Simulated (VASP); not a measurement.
# Sn (Fd-3m) in VASP: notebook

The runs below take Sn through single point, with PBEsol.

Everything below comes from runs of VASP 6.6.1. Logs are shortened: lines on timing, memory, paths and dates and some standing lists are left out, and cuts for length are marked.

**1. The cell of the first run**

Symmetry: Fd-3m, No. 227, cubic system. The conventional cell has a = 6.244 Å, b = 6.244 Å, c = 6.244 Å, α = 90.00°, β = 90.00°, γ = 90.00°. Within 3.6 Å of Sn (site symmetry -43m) lie 4 Sn at 2.70 Å.

**2. Single point, PBEsol**

Input file INCAR:

```
PREC = Accurate
ENCUT = 520
EDIFF = 1E-6
ISMEAR = 0
SIGMA = 0.1
LREAL = F
LASPH = T
NELM = 100
ALGO = Normal
ISIF = 2
LWAVE = F
LCHARG = T
GGA = PS
LELF = T
LVHAR = T
NBANDS = 21
```

Input file KPOINTS:

```
regular mesh
0
Gamma
  7 7 7
```

Input file POSCAR:

```
Sn
1.0
    0.0000000000      3.1217581502      3.1217581502
    3.1217581502      0.0000000000      3.1217581502
    3.1217581502      3.1217581502      0.0000000000
Sn
2
Direct
    0.0000000000      0.0000000000      0.0000000000
    0.2500000000      0.2500000000      0.2500000000
```

Potentials or basis: VASP PAW PBE potentials, release 64 (Sn_d).

Launch:

```sh
> cat potpaw_PBE.64/Sn_d/POTCAR > POTCAR
> mpirun -np 1 vasp_std > vasp.out
```

OUTCAR:

```text
PREC = Accurate
   ENCUT = 520
   EDIFF = 1E-6
   ISMEAR = 0
   LREAL = F
   LASPH = T
   NELM = 100
   ISIF = 2
   GGA = PS

 ion  position               nearest neighbor table
   1  0.000  0.000  0.000-   2 2.70   2 2.70   2 2.70   2 2.70
   2  0.250  0.250  0.250-   1 2.70   1 2.70   1 2.70   1 2.70

  LATTYP: Found a face centered cubic cell.
 ALAT       =     6.2435163004

  Lattice vectors:

 A1 = (   0.0000000000,   3.1217581502,   3.1217581502)
 A2 = (   3.1217581502,   0.0000000000,   3.1217581502)
 A3 = (   3.1217581502,   3.1217581502,   0.0000000000)

Analysis of symmetry for initial positions (statically):
=====================================================================
 Subroutine PRICEL returns:
 Original cell was already a primitive cell.

 Routine SETGRP: Setting up the symmetry group for a
 face centered cubic supercell.

 Subroutine GETGRP returns: Found 48 space group operations
 (whereof 24 operations were pure point group operations)
 out of a pool of 48 trial point group operations.

The static configuration has the point symmetry T_d .
 The point group associated with its full space group is O_h .

Analysis of symmetry for dynamics (positions and initial velocities):
=====================================================================
 Subroutine PRICEL returns:
 Original cell was already a primitive cell.

 Routine SETGRP: Setting up the symmetry group for a
 face centered cubic supercell.

 Subroutine GETGRP returns: Found 48 space group operations
 (whereof 24 operations were pure point group operations)
 out of a pool of 48 trial point group operations.

The dynamic configuration has the point symmetry T_d .
 The point group associated with its full space group is O_h .

 Subroutine INISYM returns: Found 48 space group operations
 (whereof 24 operations are pure point group operations),
 and found     1 'primitive' translations

----------------------------------------------------------------------------------------

                                     Primitive cell

  volume of cell :      60.8454

  direct lattice vectors                    reciprocal lattice vectors
     0.000000000  3.121758150  3.121758150    -0.160166155  0.160166155  0.160166155
     3.121758150  0.000000000  3.121758150     0.160166155 -0.160166155  0.160166155
     3.121758150  3.121758150  0.000000000     0.160166155  0.160166155 -0.160166155

  length of vectors
     4.414832714  4.414832714  4.414832714     0.277415918  0.277415918  0.277415918

  position of ions in fractional coordinates (direct lattice)
     0.000000000  0.000000000  0.000000000
     0.250000000  0.250000000  0.250000000

  ion indices of the primitive-cell ions
   primitive index   ion index
                 1           1
                 2           2

----------------------------------------------------------------------------------------

 KPOINTS: regular mesh

Automatic generation of k-mesh.
 Grid dimensions read from file:
 generate k-points for:    7    7    7

 Generating k-lattice:

  Cartesian coordinates                     Fractional coordinates (reciprocal lattice)
    -0.022880879  0.022880879  0.022880879     0.142857143  0.000000000  0.000000000
     0.022880879 -0.022880879  0.022880879     0.000000000  0.142857143  0.000000000
     0.022880879  0.022880879 -0.022880879     0.000000000  0.000000000  0.142857143

  Length of vectors
     0.039630845  0.039630845  0.039630845

  Shift w.r.t. Gamma in fractional coordinates (k-lattice)
     0.000000000  0.000000000  0.000000000

 Subroutine IBZKPT returns following result:
 ===========================================

 Found     20 irreducible k-points:

 Following reciprocal coordinates:
            Coordinates               Weight
  0.000000  0.000000  0.000000      1.000000
  0.142857  0.000000  0.000000      8.000000
  0.285714  0.000000  0.000000      8.000000
  0.428571  0.000000  0.000000      8.000000
  0.142857  0.142857  0.000000      6.000000
  0.285714  0.142857  0.000000     24.000000
[... 12 lines left out ...]
 -0.428571  0.428571  0.142857     24.000000
 -0.285714  0.428571  0.142857     24.000000
   k-points           NKPTS =     20   k-points in BZ     NKDIM =     20   number of bands    NBANDS=     21
   number of dos      NEDOS =    301   number of ions     NIONS =      2
   total plane-waves  NPLWV =  46656
   dimension x,y,z NGX =    36 NGY =   36 NGZ =   36
   dimension x,y,z NGXF=    72 NGYF=   72 NGZF=   72
   ions per type =               2
   NGX,Y,Z   is equivalent  to a cutoff of  13.56, 13.56, 13.56 a.u.
   NGXF,Y,Z  is equivalent  to a cutoff of  27.11, 27.11, 27.11 a.u.
 SYSTEM =  unknown system
   PREC   = accura    normal or accurate (medium, high low for compatibility)
   ISTART =      0    job   : 0-new  1-cont  2-samecut
   ICHARG =      2    charge: 1-file 2-atom 10-const
   ISPIN  =      1    spin polarized calculation?
   LNONCOLLINEAR =      F non collinear calculations
   LSORBIT =      F    spin-orbit coupling
   LASPH  =      T    aspherical Exc in radial PAW
   ENCUT  =  520.0 eV  38.22 Ry    6.18 a.u.   8.21  8.21  8.21*2*pi/ulx,y,z
   NELM   =    100;   NELMIN=  2; NELMDL= -5     # of ELM steps
   EDIFF  = 0.1E-05   stopping-criterion for ELM
   LREAL  =      F    real-space projection
   EDIFFG = 0.1E-04   stopping-criterion for IOM
   NSW    =      0    number of steps for IOM
   IBRION =     -1    ionic relax: 0-MD 1-quasi-New 2-CG
   NFREE  =      0    steps in history (QN), initial steepest desc. (CG)
   ISIF   =      2    stress and relaxation
   ISYM   =      2    0-nonsym 1-usesym 2-fastsym
   POTIM  = 0.5000    time-step for ionic-motion
   TEBEG  =    0.0;   TEEND  =   0.0 temperature during run
   PSTRESS=    0.0 pullay stress
   NELECT =      28.0000    total number of electrons
   NUPDOWN=      -1.0000    fix difference up-down
   EMIN   =  10.00;   EMAX   =-10.00  energy-range for DOS
   EFERMI =   0.00;   METHOD = LEGACY
   ISMEAR =     0;   SIGMA  =   0.10  broadening in eV -4-tet -1-fermi 0-gaus
   EFERMI_NEDOS =   21; number of points for ismear=-14 and -15
   IALGO  =     38    algorithm
   IMIX   =      4    mixing-type and parameters
     AMIX     =   0.40;   BMIX     =  1.00
     AMIX_MAG =   1.60;   BMIX_MAG =  1.00
  volume/ion in A,a.u.               =      30.42       205.30
  Fermi-wavevector in a.u.,A,eV,Ry     =   1.263916  2.388455 21.735089  1.597484
  Thomas-Fermi vector in A             =   2.397248
   LORBIT       =      0    0 simple, 1 ext, 2 COOP (PROOUT), +10 PAW based schemes
   GGA     = PS    functional components
   LHFCALC =     F    Hartree Fock is set to
   AEXX    =    0.0000 exact exchange contribution
   IVDW    =     0    specifies the selected vdW correction
   LEPSILON=     F    determine dielectric tensor
   LRPA    =     F    only Hartree local field effects (RPA)
 non-spin polarized calculation
 Gauss-broadening in eV      SIGMA  =   0.10
  energy-cutoff  :      520.00
  volume of cell :       60.85
 maximum number of plane-waves:      1652
 NGX is ok and might be reduce to    36
   NGX = 17   NGY = 17   NGZ = 17

 number of electron      27.9999993 magnetization

 Free energy of the ion-electron system (eV)
  ---------------------------------------------------
  ext. energy  EPLUGINS =         0.00000000
  ---------------------------------------------------
  free energy    TOTEN  =        -8.24748277 eV

  energy without entropy =       -8.24639685  energy(sigma->0) =       -8.24693981

 E-fermi :   6.9235     XC(G=0):  -9.5823

 val. band max:        6.8931657717   @ k =   0.0000   0.0000   0.0000
 cond. band min:       6.9444468268   @ k =   0.0000   0.0000   0.0000
 fundamental gap:      0.0512810551
 Fermi energy:         6.9234550677

 k-point     1 :       0.0000    0.0000    0.0000
  band No.  band energies     occupation
      1     -15.0757      2.00000
      2     -15.0757      2.00000
      3     -15.0757      2.00000
      4     -14.9977      2.00000
      5     -14.9977      2.00000
      6     -14.5760      2.00000
[... 13 lines left out ...]
     20      15.0660      0.00000
     21      15.0691      0.00000

 k-point     2 :       0.1429    0.0000    0.0000
  band No.  band energies     occupation
      1     -15.0942      2.00000
      2     -15.0942      2.00000
      3     -15.0696      2.00000
      4     -14.9709      2.00000
      5     -14.9709      2.00000
      6     -14.6048      2.00000
[... 13 lines left out ...]
     20      13.8551      0.00000
     21      13.8551      0.00000

 k-point     3 :       0.2857    0.0000    0.0000
  band No.  band energies     occupation
      1     -15.1150      2.00000
      2     -15.1150      2.00000
      3     -15.0555      2.00000
      4     -14.9342      2.00000
      5     -14.9342      2.00000
      6     -14.6341      2.00000
[... 13 lines left out ...]
     20      13.9191      0.00000
     21      13.9191      0.00000

 k-point     4 :       0.4286    0.0000    0.0000
  band No.  band energies     occupation
      1     -15.1235      2.00000
      2     -15.1235      2.00000
      3     -15.0438      2.00000
      4     -14.9165      2.00000
      5     -14.9165      2.00000
      6     -14.6457      2.00000
[... 13 lines left out ...]
     20      15.3355      0.00000
     21      15.3355      0.00000

 k-point     5 :       0.1429    0.1429    0.0000
  band No.  band energies     occupation
      1     -15.0903      2.00000
      2     -15.0903      2.00000
      3     -15.0901      2.00000
      4     -14.9750      2.00000
      5     -14.9416      2.00000
      6     -14.6599      2.00000
[... 13 lines left out ...]
     20      13.1147      0.00000
     21      15.2975      0.00000

 k-point     6 :       0.2857    0.1429    0.0000
  band No.  band energies     occupation
      1     -15.1238      2.00000
      2     -15.1087      2.00000
      3     -15.0638      2.00000
      4     -14.9419      2.00000
      5     -14.8968      2.00000
      6     -14.7068      2.00000
[... 13 lines left out ...]
     20      14.2838      0.00000
     21      14.9857      0.00000

 k-point     7 :       0.4286    0.1429    0.0000
  band No.  band energies     occupation
      1     -15.1468      2.00000
      2     -15.1243      2.00000
      3     -15.0269      2.00000
      4     -14.9083      2.00000
      5     -14.8785      2.00000
      6     -14.7164      2.00000
[... 13 lines left out ...]
     20      15.7335      0.00000
     21      15.9864      0.00000
[... 195 lines left out ...]
      1     -15.1617      2.00000
      2     -15.1445      2.00000
      3     -14.9679      2.00000
      4     -14.9218      2.00000
      5     -14.7786      2.00000
      6     -14.7661      2.00000
[... 13 lines left out ...]
     20      16.1423      0.00000
     21      17.9366      0.00000

 k-point    17 :       0.4286    0.2857    0.1429
  band No.  band energies     occupation
      1     -15.1394      2.00000
      2     -15.1383      2.00000
      3     -15.0251      2.00000
      4     -14.9101      2.00000
      5     -14.8487      2.00000
      6     -14.7561      2.00000
[... 13 lines left out ...]
     20      15.4110      0.00000
     21      16.2449      0.00000

 k-point    18 :      -0.4286    0.2857    0.1429
  band No.  band energies     occupation
      1     -15.1659      2.00000
      2     -15.1461      2.00000
      3     -14.9769      2.00000
      4     -14.8739      2.00000
      5     -14.8289      2.00000
      6     -14.7672      2.00000
[... 13 lines left out ...]
     20      15.6171      0.00000
     21      16.0739      0.00000

 k-point    19 :      -0.4286    0.4286    0.1429
  band No.  band energies     occupation
      1     -15.1595      2.00000
      2     -15.1566      2.00000
      3     -14.9677      2.00000
      4     -14.8723      2.00000
      5     -14.8250      2.00000
      6     -14.7467      2.00000
[... 13 lines left out ...]
     20      16.4136      0.00000
     21      17.6846      0.00000

 k-point    20 :      -0.2857    0.4286    0.1429
  band No.  band energies     occupation
      1     -15.1755      2.00000
      2     -15.1579      2.00000
      3     -14.9346      2.00000
      4     -14.8407      2.00000
      5     -14.8114      2.00000
      6     -14.7655      2.00000
[... 13 lines left out ...]
     20      15.9528      0.00000
     21      17.9753      0.00000

------------------------ aborting loop because EDIFF is reached ----------------------------------------

  FORCE on cell =-STRESS in cart. coord.  units (eV):
  Direction    XX          YY          ZZ          XY          YZ          ZX
  --------------------------------------------------------------------------------------
  -------------------------------------------------------------------------------------
  Total        3.0281004      3.0281004      3.0281004     -0.0000000     -0.0000000     -0.0000000
  in kB       79.7357522     79.7357522     79.7357522     -0.0000000     -0.0000000     -0.0000000
  external PRESSURE =      79.7357522 kB  Pullay stress =       0.0000000 kB

 VOLUME and BASIS-vectors are now :
 -----------------------------------------------------------------------------
  energy-cutoff  :      520.00
  volume of cell :       60.85
      direct lattice vectors                 reciprocal lattice vectors
     0.000000000  3.121758150  3.121758150    -0.160166155  0.160166155  0.160166155
     3.121758150  0.000000000  3.121758150     0.160166155 -0.160166155  0.160166155
     3.121758150  3.121758150  0.000000000     0.160166155  0.160166155 -0.160166155

 POSITION                                       TOTAL-FORCE (eV/Angst)
 -----------------------------------------------------------------------------------
      0.00000      0.00000      0.00000         0.000000      0.000000      0.000000
      1.56088      1.56088      1.56088        -0.000000     -0.000000     -0.000000
 -----------------------------------------------------------------------------------
    total drift:                                0.000000      0.000000      0.000000

  FREE ENERGIE OF THE ION-ELECTRON SYSTEM (eV)
  ---------------------------------------------------
  free  energy   TOTEN  =        -8.2474827740 eV

  energy  without entropy=       -8.2463968520  energy(sigma->0) =       -8.24693981
```

Wall time 16 s (1 thread of Intel Xeon 6975P-C, shared host); peak memory 0.2 GiB.

Results:

| Quantity | Value |
| --- | --- |
| Free energy | -8.2475 eV |
| Pressure | 8.0 GPa |
| Band gap on the k mesh | 0.05 eV, direct |

Caveat: the PAW data sets were made with another functional, which shifts forces and pressure a little; spin-orbit coupling is left out, which moves the levels of the heavy elements. A k mesh can miss the band edges.

**3. Single point, PBEsol**

This run uses another cell than the first one, of 31.27 Å³/atom, 1.028 times its volume.

Input file INCAR:

```
SYSTEM = Sn
PREC = Accurate
ENCUT = 520
EDIFF = 1E-6
ISMEAR = 0
SIGMA = 0.1
LREAL = .FALSE.
LASPH = .TRUE.
NELM = 100
ALGO = Normal
ISIF = 2
LWAVE = .FALSE.
LCHARG = .FALSE.
GGA = PS
NBANDS = 21
```

Input file KPOINTS:

```
Automatic mesh
0
G
  7 7 7
  0 0 0
```

Input file POSCAR:

```
Sn
1.0
    0.0000000000      3.1503997331      3.1503997331
    3.1503997331      0.0000000000      3.1503997331
    3.1503997331      3.1503997331      0.0000000000
Sn
2
Direct
    0.0000000000      0.0000000000      0.0000000000
    0.2500000000      0.2500000000      0.2500000000
```

Potentials or basis: VASP PAW PBE potentials, release 64 (Sn_d).

Launch:

```sh
> cat potpaw_PBE.64/Sn_d/POTCAR > POTCAR
> mpirun -np 1 vasp_std > vasp.out
```

It took 22 s on 1 thread of Intel Xeon 6975P-C, shared host; peak memory 0.2 GiB.

The run converged. Its results:

| Property | Result |
| --- | --- |
| Free energy | -8.3221 eV |
| Pressure | 6.1 GPa |
| Band gap on the k mesh | zero (filled and empty bands touch) |

Levels at points of the mesh, in eV from the Fermi level:
```tsv
k point	band 12	band 13	band 14	band 15	band 16	band 17
(0.00, 0.00, 0.00)	-0.13	0.02	0.02	0.02	2.08	2.08
```

Caveat: the PAW data sets were made with another functional, which shifts forces and pressure a little; spin-orbit coupling is left out, which moves the levels of the heavy elements.
